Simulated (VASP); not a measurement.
Te2Mo:

```
Te Mo
1.0
     3.56565    0.00000    0.00000
    -1.78283    3.08795    0.00000
     0.00000    0.00000   14.64778
Te Mo
4 2
Direct
  0.33333 0.66667 0.62782
  0.66667 0.33333 0.12782
  0.66667 0.33333 0.37218
  0.33333 0.66667 0.87218
  0.33333 0.66667 0.25000
  0.66667 0.33333 0.75000
```

| Item | Value |
| --- | --- |
| Program | VASP 6.6.1 |
| Task | relaxation of cell and atoms |
| Functional | PBEsol |
| Potentials or basis | VASP PAW PBE potentials, release 64 (Te, Mo_sv) |
| Cutoff | 600 eV |
| k mesh | 12 × 12 × 2 |
| Occupations | gaussian, width 0.02 eV |
| Spin | no spin polarisation |

At the start: pressure -2.8 GPa; volume 26.88 Å³/atom.

Q: How do energy, volume and symmetry change on relaxing?

A: Over 13 steps the energy falls by 15.9 meV/atom and the volume is 24.67 Å³/atom (-8.2 %); space group P6_3/mmc (No. 194, to 0.1 Å) before and after.

The path:
```csv
step,energy change (eV),largest force (eV/Å),pressure (GPa),volume (Å³)
1,0.0000,0.0859,-2.76,161.28
2,0.0186,0.8600,4.11,150.68
3,-0.0489,0.3293,0.16,156.28
4,-0.0679,0.0875,-0.08,155.00
5,-0.0680,0.0764,-0.09,154.94
6,-0.0701,0.0780,-0.07,154.57
7,-0.0763,0.0837,0.00,153.45
8,-0.0866,0.0952,0.19,151.22
9,-0.0927,0.1156,0.79,146.76
10,-0.0935,0.1157,0.62,147.91
11,-0.0950,0.0654,0.35,147.95
12,-0.0956,0.0089,-0.05,148.01
13,-0.0957,0.0012,0.01,148.00
```

Final structure:
```cif
data_structure
_symmetry_space_group_name_H-M 'P 1'
_symmetry_Int_Tables_number 1
_cell_length_a 3.4942
_cell_length_b 3.4942
_cell_length_c 13.9971
_cell_angle_alpha 90.000
_cell_angle_beta 90.000
_cell_angle_gamma 120.000
_cell_volume 148.00
loop_
_atom_site_label
_atom_site_type_symbol
_atom_site_fract_x
_atom_site_fract_y
_atom_site_fract_z
_atom_site_occupancy
Te1 Te 0.33333 0.66667 0.62090 1
Te2 Te 0.66667 0.33333 0.12090 1
Te3 Te 0.66667 0.33333 0.37910 1
Te4 Te 0.33333 0.66667 0.87910 1
Mo1 Mo 0.33333 0.66667 0.25000 1
Mo2 Mo 0.66667 0.33333 0.75000 1
```

Caveat: the PAW data sets were made with another functional, which shifts forces and pressure a little; this functional lacks dispersion, which binds layers or chains, so the pressure and a relaxed spacing across them are unreliable.
